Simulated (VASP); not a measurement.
# ZrO2: single point with PBE

The system is ZrO2.

```
Zr O
1.0
     0.00000    2.53206    2.53206
     2.53206    0.00000    2.53206
     2.53206    2.53206    0.00000
Zr O
1 2
Direct
  0.00000 0.00000 0.00000
  0.25000 0.25000 0.25000
  0.75000 0.75000 0.75000
```

| Quantity | Value |
| --- | --- |
| Program | VASP 6.6.1 |
| Task | single point |
| Functional | PBE |
| Potentials or basis | VASP PAW PBE potentials, release 64 (Zr_sv, O) |
| Cutoff | 600 eV |
| k mesh | 8 × 8 × 8 |
| Occupations | gaussian, width 0.02 eV |
| Spin | no spin polarisation |
| Dipole correction | no |
| Further INCAR settings | ALGO = Normal; EDIFF = 1e-06; NBANDS = 19 |

| Item | Value |
| --- | --- |
| Pressure | 7.8 GPa |
| Band gap on the k mesh | 3.40 eV (least direct gap 3.85 eV) |

Levels at points of the mesh, in eV from the valence-band top:
| k point | band 8 | band 9 | band 10 | band 11 | band 12 | band 13 | band 14 | band 15 | band 16 | band 17 |
| --- | --- | --- | --- | --- | --- | --- | --- | --- | --- | --- |
| (0.00, 0.00, 0.00) | -5.32 | -5.32 | -0.54 | -0.54 | -0.54 | 3.40 | 3.40 | 6.70 | 9.55 | 9.55 |
| (0.50, 0.00, 0.00) | -4.29 | -2.56 | -2.49 | -1.65 | -1.65 | 4.06 | 4.06 | 6.23 | 8.62 | 8.62 |
| (0.50, 0.50, 0.00) | -3.17 | -3.17 | -1.53 | -1.53 | 0.00 | 3.85 | 4.82 | 5.97 | 7.41 | 7.41 |

Run time: 17 s on 1 thread of Intel(R) Xeon(R) 6975P-C (Granite Rapids) (shared host), peak memory 0.17 GiB.

Caveat: the cell stands under pressure. A k mesh can miss the band edges.
